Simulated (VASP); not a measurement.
A run of VASP 6.6.1 is set up as follows.

The input INCAR:

```
SYSTEM = Li6Be2Nb
  PREC = Accurate
  ENCUT = 520
  EDIFF = 1E-6
  ISMEAR = 0
  SIGMA = 0.1
  LREAL = .FALSE.
  LASPH = .TRUE.
  NELM = 100
  ALGO = Normal
  ISIF = 2
  LWAVE = .FALSE.
  LCHARG = .FALSE.
  GGA = PE
  NBANDS = 28
```

Contents of KPOINTS:

```
Automatic mesh
0
G
  4 4 4
  0 0 0
```

POSCAR

```
Li6Be2Nb
1.0
    0.0000000000      3.5988425500      3.5988425500
    3.5988425500      0.0000000000      3.5988425500
    3.5988425500      3.5988425500      0.0000000000
Li Be Nb
6 2 1
Direct
    0.2150038000      0.7849962000      0.2150038000
    0.2150038000      0.7849962000      0.7849962000
    0.7849962000      0.2150038000      0.2150038000
    0.7849962000      0.7849962000      0.2150038000
    0.2150038000      0.2150038000      0.7849962000
    0.7849962000      0.2150038000      0.7849962000
    0.2500000000      0.2500000000      0.2500000000
    0.7500000000      0.7500000000      0.7500000000
    0.0000000000      0.0000000000      0.0000000000
```

Potentials or basis: VASP PAW PBE potentials, release 64 (Li_sv, Be, Nb_sv).

Command:

```sh
$ cat potpaw_PBE.64/Li_sv/POTCAR potpaw_PBE.64/Be/POTCAR potpaw_PBE.64/Nb_sv/POTCAR > POTCAR
$ mpirun -np 1 vasp_std > vasp.out
```

Problem. Estimate the largest force.

Solution. 14.285 eV/Å.

Forces on the atoms (eV/Å):
```
Li    0.000  14.285   0.000
Li  -14.285   0.000   0.000
Li   14.285   0.000   0.000
Li    0.000   0.000 -14.285
Li    0.000   0.000  14.285
Li    0.000 -14.285   0.000
Be    0.000   0.000   0.000
Be    0.000   0.000   0.000
Nb    0.000   0.000   0.000
```

Caveat: the k points lie up to 0.38 Å⁻¹ apart; forces of over 1 eV/Å act on the atoms, so gaps and moduli don't describe the material at rest.
